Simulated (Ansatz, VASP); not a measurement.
## One calculation of Ti3Se, two programs

```
CELL_PARAMETERS angstrom
3.17599 0.00000 0.00000
-1.58799 2.75048 0.00000
0.00000 0.00000 7.88944
ATOMIC_POSITIONS crystal
Se 0.00000 0.00000 0.00000
Ti 0.66667 0.33333 0.50000
Ti 0.33333 0.66667 0.77290
Ti 0.33333 0.66667 0.22710
```

Change from the starting cell: volume scaled by 0.98.

Alike in both runs: task single point; functional PBEsol; k mesh 10 × 10 × 4; occupations fermi-dirac, width 0.05 eV; no spin polarisation.

```csv
,VASP,Ansatz
version,VASP 6.6.1,Ansatz 0.2.0
potentials or method,"VASP PAW PBE potentials, release 64 (Se, Ti_sv), cutoff 520 eV","all-electron LAPW, scalar-relativistic"
```

Ansatz gave:

| Property | Result |
| --- | --- |
| gap on the k mesh at the Fermi level (eV) | none |
| pressure (GPa) | -2.2 |
| rms of the force components (eV/Å) | 0.015 |

Problem. Which values does VASP return?

Solution. gap on the k mesh at the Fermi level (eV): none; pressure (GPa): -2.1; rms of the force components (eV/Å): 0.003.

VASP's potentials were made for PBE, not for PBEsol. Atom by atom the forces differ by 0.012 eV/Å (rms over components). A gap of «none» marks a metal or a gap that the smearing closes. Ansatz ran all-electron here, and VASP with PAW potentials.
